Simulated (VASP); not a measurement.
# Al (R-3m) in VASP: a series of runs

The runs below take Al through single point, with PBEsol.

All numbers are computed with VASP 6.6.1; they aren't measurements. Logs are shortened: lines on timing, memory, paths and dates and some standing lists are left out, and cuts for length are marked.

### 1 The cell of the first run

Symmetry: R-3m, No. 166, trigonal system. Conventional cell: a = 5.670 Å, b = 5.670 Å, c = 1.736 Å, α = 90.00°, β = 90.00°, γ = 120.00°. Al (site symmetry -3m) has 2 Al at 1.74 Å within 2.3 Å.

### 2 Single point, PBEsol

File INCAR:

```
SYSTEM = Al
  ALGO = Fast
  EDIFF = 1E-7
  ENCUT = 520
  GGA = PS
  ISIF = 2
  ISMEAR = 0
  LASPH = .True.
  LCHARG = .False.
  LREAL = .False.
  LWAVE = .False.
  NBANDS = 8
  NELM = 80
  PREC = Accurate
  SIGMA = 0.15
```

File KPOINTS:

```
k-points
0
Gamma
  24 24 24
  0 0 0
```

File POSCAR:

```
Al
1.0
   -2.3389449096      1.6706749354      1.6706749354
    1.6706749354     -2.3389449096      1.6706749354
    1.6706749354      1.6706749354     -2.3389449096
Al
1
Direct
    0.0000000000      0.0000000000      0.0000000000
```

Potentials or basis: VASP PAW PBE potentials, release 64 (Al).

The run is started by

```bash
$ cat potpaw_PBE.64/Al/POTCAR > POTCAR
$ mpirun -np 1 vasp_std > vasp.out
```

OUTCAR:

```text
SYSTEM = Al
   EDIFF = 1E-7
   ENCUT = 520
   GGA = PS
   ISIF = 2
   ISMEAR = 0
   LASPH = .True.
   LREAL = .False.
   NELM = 80
   PREC = Accurate

 ion  position               nearest neighbor table
   1  0.000  0.000  0.000-

  LATTYP: Found a trigonal (rhomboedric) cell.
 ALAT       =     3.3246011445
 COS(alpha) =    -0.4545454545

  Lattice vectors:

 A1 = (  -2.3389449096,   1.6706749354,   1.6706749354)
 A2 = (   1.6706749354,  -2.3389449096,   1.6706749354)
 A3 = (   1.6706749354,   1.6706749354,  -2.3389449096)

Analysis of symmetry for initial positions (statically):
=====================================================================
 Subroutine PRICEL returns:
 Original cell was already a primitive cell.

 Routine SETGRP: Setting up the symmetry group for a
 trigonal (rhombohedral) supercell.

 Subroutine GETGRP returns: Found 12 space group operations
 (whereof 12 operations were pure point group operations)
 out of a pool of 12 trial point group operations.

The static configuration has the point symmetry D_3d.

Analysis of symmetry for dynamics (positions and initial velocities):
=====================================================================
 Subroutine PRICEL returns:
 Original cell was already a primitive cell.

 Routine SETGRP: Setting up the symmetry group for a
 trigonal (rhombohedral) supercell.

 Subroutine GETGRP returns: Found 12 space group operations
 (whereof 12 operations were pure point group operations)
 out of a pool of 12 trial point group operations.

The dynamic configuration has the point symmetry D_3d.

 Subroutine INISYM returns: Found 12 space group operations
 (whereof 12 operations are pure point group operations),
 and found     1 'primitive' translations

----------------------------------------------------------------------------------------

                                     Primitive cell

  volume of cell :      16.1157

  direct lattice vectors                    reciprocal lattice vectors
    -2.338944910  1.670674935  1.670674935     0.166266801  0.415667004  0.415667004
     1.670674935 -2.338944910  1.670674935     0.415667004  0.166266801  0.415667004
     1.670674935  1.670674935 -2.338944910     0.415667004  0.415667004  0.166266801

  length of vectors
     3.324601144  3.324601144  3.324601144     0.610903237  0.610903237  0.610903237

  position of ions in fractional coordinates (direct lattice)
     0.000000000  0.000000000  0.000000000

  ion indices of the primitive-cell ions
   primitive index   ion index
                 1           1

----------------------------------------------------------------------------------------

 KPOINTS: k-points

Automatic generation of k-mesh.
 Grid dimensions read from file:
 generate k-points for:   24   24   24

 Generating k-lattice:

  Cartesian coordinates                     Fractional coordinates (reciprocal lattice)
     0.006927783  0.017319458  0.017319458     0.041666667 -0.000000000  0.000000000
     0.017319458  0.006927783  0.017319458    -0.000000000  0.041666667  0.000000000
     0.017319458  0.017319458  0.006927783    -0.000000000 -0.000000000  0.041666667

  Length of vectors
     0.025454302  0.025454302  0.025454302

  Shift w.r.t. Gamma in fractional coordinates (k-lattice)
     0.000000000  0.000000000  0.000000000

 Subroutine IBZKPT returns following result:
 ===========================================

 Found   1313 irreducible k-points:

 Following reciprocal coordinates:
            Coordinates               Weight
  0.000000  0.000000  0.000000      1.000000
  0.041667 -0.000000  0.000000      6.000000
  0.083333  0.000000  0.000000      6.000000
  0.125000  0.000000  0.000000      6.000000
  0.166667 -0.000000  0.000000      6.000000
  0.208333  0.000000  0.000000      6.000000
[... 16 lines left out ...]
  0.416667  0.041667 -0.000000     12.000000
  0.458333  0.041667  0.000000     12.000000
 [... further k-points ...]
   k-points           NKPTS =   1313   k-points in BZ     NKDIM =   1313   number of bands    NBANDS=      8
   number of dos      NEDOS =    301   number of ions     NIONS =      1
   total plane-waves  NPLWV =  21952
   dimension x,y,z NGX =    28 NGY =   28 NGZ =   28
   dimension x,y,z NGXF=    56 NGYF=   56 NGZF=   56
   ions per type =               1
   NGX,Y,Z   is equivalent  to a cutoff of  14.00, 14.00, 14.00 a.u.
   NGXF,Y,Z  is equivalent  to a cutoff of  28.00, 28.00, 28.00 a.u.
 SYSTEM =  Al
   PREC   = accura    normal or accurate (medium, high low for compatibility)
   ISTART =      0    job   : 0-new  1-cont  2-samecut
   ICHARG =      2    charge: 1-file 2-atom 10-const
   ISPIN  =      1    spin polarized calculation?
   LNONCOLLINEAR =      F non collinear calculations
   LSORBIT =      F    spin-orbit coupling
   LASPH  =      T    aspherical Exc in radial PAW
   ENCUT  =  520.0 eV  38.22 Ry    6.18 a.u.   6.18  6.18  6.18*2*pi/ulx,y,z
   NELM   =     80;   NELMIN=  2; NELMDL= -5     # of ELM steps
   EDIFF  = 0.1E-06   stopping-criterion for ELM
   LREAL  =      F    real-space projection
   EDIFFG = 0.1E-05   stopping-criterion for IOM
   NSW    =      0    number of steps for IOM
   IBRION =     -1    ionic relax: 0-MD 1-quasi-New 2-CG
   NFREE  =      0    steps in history (QN), initial steepest desc. (CG)
   ISIF   =      2    stress and relaxation
   ISYM   =      2    0-nonsym 1-usesym 2-fastsym
   POTIM  = 0.5000    time-step for ionic-motion
   TEBEG  =    0.0;   TEEND  =   0.0 temperature during run
   PSTRESS=    0.0 pullay stress
   NELECT =       3.0000    total number of electrons
   NUPDOWN=      -1.0000    fix difference up-down
   EMIN   =  10.00;   EMAX   =-10.00  energy-range for DOS
   EFERMI =   0.00;   METHOD = LEGACY
   ISMEAR =     0;   SIGMA  =   0.15  broadening in eV -4-tet -1-fermi 0-gaus
   EFERMI_NEDOS =   21; number of points for ismear=-14 and -15
   IALGO  =     68    algorithm
   IMIX   =      4    mixing-type and parameters
     AMIX     =   0.40;   BMIX     =  1.00
     AMIX_MAG =   1.60;   BMIX_MAG =  1.00
  volume/ion in A,a.u.               =      16.12       108.75
  Fermi-wavevector in a.u.,A,eV,Ry     =   0.934757  1.766435 11.888371  0.873771
  Thomas-Fermi vector in A             =   2.061595
   LORBIT       =      0    0 simple, 1 ext, 2 COOP (PROOUT), +10 PAW based schemes
   GGA     = PS    functional components
   LHFCALC =     F    Hartree Fock is set to
   AEXX    =    0.0000 exact exchange contribution
   IVDW    =     0    specifies the selected vdW correction
   LEPSILON=     F    determine dielectric tensor
   LRPA    =     F    only Hartree local field effects (RPA)
 non-spin polarized calculation
 RMM-DIIS sequential band-by-band and
 Gauss-broadening in eV      SIGMA  =   0.15
  energy-cutoff  :      520.00
  volume of cell :       16.12
 maximum number of plane-waves:       458
 NGX is ok and might be reduce to    28

 number of electron       3.0000000 magnetization

 Free energy of the ion-electron system (eV)
  ---------------------------------------------------
  ext. energy  EPLUGINS =         0.00000000
  ---------------------------------------------------
  free energy    TOTEN  =         1.58025376 eV

  energy without entropy =        1.58675397  energy(sigma->0) =        1.58350386

 E-fermi :   7.4639     XC(G=0): -10.1062

 val. band max:        7.4629519278   @ k =  -0.4167   0.4583   0.3750
 cond. band min:       7.4653746085   @ k =   0.2500   0.2083   0.1250
 fundamental gap:      0.0024226807
 Fermi energy:         7.4639432911

 k-point     1 :       0.0000    0.0000    0.0000
  band No.  band energies     occupation
      1      -3.3623      2.00000
      2      11.5358      0.00000
      3      11.5358      0.00000
      4      14.5388      0.00000
      5      14.7516      0.00000
      6      14.7516      0.00000
      7      18.9035      0.00000
      8      36.8193      0.00000

 k-point     2 :       0.0417   -0.0000    0.0000
  band No.  band energies     occupation
      1      -3.2666      2.00000
      2      11.4712      0.00000
      3      11.5573      0.00000
      4      14.6812      0.00000
      5      14.8001      0.00000
      6      14.9096      0.00000
      7      19.0950      0.00000
      8      36.5527      0.00000

 k-point     3 :       0.0833    0.0000    0.0000
  band No.  band energies     occupation
      1      -2.9802      2.00000
      2      11.3359      0.00000
      3      11.6252      0.00000
      4      14.9602      0.00000
      5      14.9826      0.00000
      6      15.4445      0.00000
      7      19.6514      0.00000
      8      35.7721      0.00000

 k-point     4 :       0.1250    0.0000    0.0000
  band No.  band energies     occupation
      1      -2.5055      2.00000
      2      11.2262      0.00000
      3      11.7491      0.00000
      4      15.2615      0.00000
      5      15.4112      0.00000
      6      16.2694      0.00000
      7      20.5326      0.00000
      8      34.4933      0.00000

 k-point     5 :       0.1667   -0.0000    0.0000
  band No.  band energies     occupation
      1      -1.8464      2.00000
      2      11.2024      0.00000
      3      11.9445      0.00000
      4      15.7271      0.00000
      5      15.9666      0.00000
      6      17.2820      0.00000
      7      21.6981      0.00000
      8      32.6346      0.00000
[... 177 lines left out ...]
 k-point    22 :       0.3750    0.0417    0.0000
  band No.  band energies     occupation
      1       5.1912      2.00000
      2      12.8719      0.00000
      3      15.6530      0.00000
      4      16.9021      0.00000
      5      19.1430      0.00000
      6      21.3013      0.00000
      7      22.8877      0.00000
      8      25.1299      0.00000

 k-point    23 :       0.4167    0.0417   -0.0000
  band No.  band energies     occupation
      1       6.6133      2.00000
      2      12.0590      0.00000
      3      16.1968      0.00000
      4      17.0236      0.00000
      5      17.9494      0.00000
      6      20.7220      0.00000
      7      23.7139      0.00000
      8      26.8834      0.00000

 k-point    24 :       0.4583    0.0417    0.0000
  band No.  band energies     occupation
      1       7.4954      0.76655
      2      11.2825      0.00000
      3      16.1840      0.00000
      4      16.7610      0.00000
      5      17.9232      0.00000
      6      20.4916      0.00000
      7      24.5485      0.00000
      8      28.2224      0.00000

 [... further k-points ...]

------------------------ aborting loop because EDIFF is reached ----------------------------------------

  FORCE on cell =-STRESS in cart. coord.  units (eV):
  Direction    XX          YY          ZZ          XY          YZ          ZX
  --------------------------------------------------------------------------------------
  -------------------------------------------------------------------------------------
  Total       10.3073902     10.3073902     10.3073902     11.8076045     11.8076045     11.8076045
  in kB     1024.7305766   1024.7305766   1024.7305766   1173.8774949   1173.8774949   1173.8774949
  external PRESSURE =    1024.7305766 kB  Pullay stress =       0.0000000 kB

 VOLUME and BASIS-vectors are now :
 -----------------------------------------------------------------------------
  energy-cutoff  :      520.00
  volume of cell :       16.12
      direct lattice vectors                 reciprocal lattice vectors
    -2.338944910  1.670674935  1.670674935     0.166266801  0.415667004  0.415667004
     1.670674935 -2.338944910  1.670674935     0.415667004  0.166266801  0.415667004
     1.670674935  1.670674935 -2.338944910     0.415667004  0.415667004  0.166266801

 POSITION                                       TOTAL-FORCE (eV/Angst)
 -----------------------------------------------------------------------------------
      0.00000      0.00000      0.00000         0.000000      0.000000      0.000000
 -----------------------------------------------------------------------------------
    total drift:                               -0.000000     -0.000000     -0.000000

  FREE ENERGIE OF THE ION-ELECTRON SYSTEM (eV)
  ---------------------------------------------------
  free  energy   TOTEN  =         1.5802537597 eV

  energy  without entropy=        1.5867539655  energy(sigma->0) =        1.58350386
```

Wall time 2.7 min (1 thread of Intel Xeon 6975P-C (Granite Rapids), shared host); peak memory 0.27 GiB.

What came out:

```
Free energy : 1.5803 eV
Pressure    : 102.5 GPa
```

Caveat: the PAW data sets were made with another functional, which shifts forces and pressure a little.

### 3 Single point, PBEsol

This run uses another cell than the first one, of the same volume but with other edges.

File INCAR:

```
SYSTEM = Al
PREC = Accurate ; ENCUT = 520
EDIFF = 1E-7 ; ISMEAR = 0
SIGMA = 0.15 ; LREAL = .FALSE.
LASPH = .TRUE. ; NELM = 80
ALGO = Fast ; ISIF = 2
LWAVE = .FALSE. ; LCHARG = .FALSE.
GGA = PS ; NBANDS = 8
```

File KPOINTS:

```
Automatic mesh
0
G
  24 24 24
  0 0 0
```

File POSCAR:

```
Al
1.0
   -1.9560730289      1.6112334068      1.6112334068
    1.6112334068     -1.9560730289      1.6112334068
    1.6112334068      1.6112334068     -1.9560730289
Al
1
Direct
    0.0000000000      0.0000000000      0.0000000000
```

Potentials or basis: VASP PAW PBE potentials, release 64 (Al).

The run is started by

```bash
$ cat potpaw_PBE.64/Al/POTCAR > POTCAR
$ mpirun -np 1 vasp_std > vasp.out
```

Run time: 52 s. Hardware: 1 thread of Intel Xeon 6975P-C (Granite Rapids), shared host; peak memory 0.26 GiB.

It converged, with:

| Item | Value |
| --- | --- |
| Free energy | -3.2461 eV |
| Pressure | 23.3 GPa |

Stress tensor (GPa, compression positive):
```
23.26 27.98 27.98
27.98 23.26 27.98
27.98 27.98 23.26
```

Levels at points of the mesh, in eV from the Fermi level:
| k point | band 1 | band 2 | band 3 | band 4 | band 5 |
| --- | --- | --- | --- | --- | --- |
| (0.00, 0.00, 0.00) | -11.22 | 9.27 | 9.27 | 9.98 | 10.44 |
| (0.50, 0.00, 0.00) | -2.92 | -0.96 | 7.44 | 8.33 | 9.89 |
| (0.50, 0.50, 0.00) | -5.90 | -5.18 | 4.81 | 5.79 | 17.67 |
| (0.50, 0.50, 0.50) | 0.44 | 3.66 | 3.66 | 4.00 | 4.00 |

Caveat: the PAW data sets were made with another functional, which shifts forces and pressure a little.

### 4 Single point, PBEsol

This run uses another cell than the first one, of the same volume but with other edges.

File INCAR:

```
SYSTEM = Al
PREC     = Accurate       ! precision mode
ENCUT    = 520            ! plane-wave cutoff, eV
EDIFF    = 1E-6           ! SCF threshold, eV
ISMEAR   = 0              ! smearing method
SIGMA    = 0.15           ! smearing width, eV
LREAL    = .False.        ! projectors in reciprocal space
LASPH    = .True.         ! aspherical terms in the spheres
NELM     = 100            ! most SCF steps
ALGO     = Fast           ! electronic algorithm
ISIF     = 2              ! what is computed and relaxed
LWAVE    = .False.        ! write WAVECAR
LCHARG   = .True.         ! write CHGCAR
GGA      = PS             ! functional
LELF     = .True.         ! ELF
LVHAR    = .True.       
NBANDS   = 8              ! bands
```

File KPOINTS:

```
Automatic mesh
0
Gamma
  24 24 24
  0 0 0
```

File POSCAR:

```
Al
1.0
   -1.2250919225      1.6129588632      1.6129588632
    1.6129588632     -1.2250919225      1.6129588632
    1.6129588632      1.6129588632     -1.2250919225
Al
1
Direct
    0.0000000000      0.0000000000      0.0000000000
```

The run is started by

```bash
$ cat potpaw_PBE.64/Al/POTCAR > POTCAR
$ mpirun -np 1 vasp_std > vasp.out
```

It took 40 s on 1 thread of Intel Xeon 6975P-C (Granite Rapids), shared host; peak memory 0.24 GiB.

Results (log left out):

* Free energy: -3.7431 eV
* Pressure: 11.6 GPa

Stress tensor (GPa, compression positive):
```
11.58 -4.97 -4.97
-4.97 11.58 -4.97
-4.97 -4.97 11.58
```

Levels at points of the mesh, in eV from the Fermi level:
| k point | band 1 | band 2 | band 3 | band 4 | band 5 | band 6 |
| --- | --- | --- | --- | --- | --- | --- |
| (0.00, 0.00, 0.00) | -11.22 | 9.71 | 9.71 | 11.19 | 12.31 | 12.31 |
| (0.50, 0.00, 0.00) | -5.37 | -5.09 | 9.62 | 11.57 | 12.39 | 14.00 |
| (0.50, 0.50, 0.00) | -2.99 | -1.59 | 2.68 | 4.22 | 14.87 | 14.89 |
| (0.50, 0.50, 0.50) | 1.79 | 1.79 | 3.62 | 3.62 | 4.27 | 6.47 |

Caveat: the PAW data sets were made with another functional, which shifts forces and pressure a little.

(Continued in part 2 of 2.)
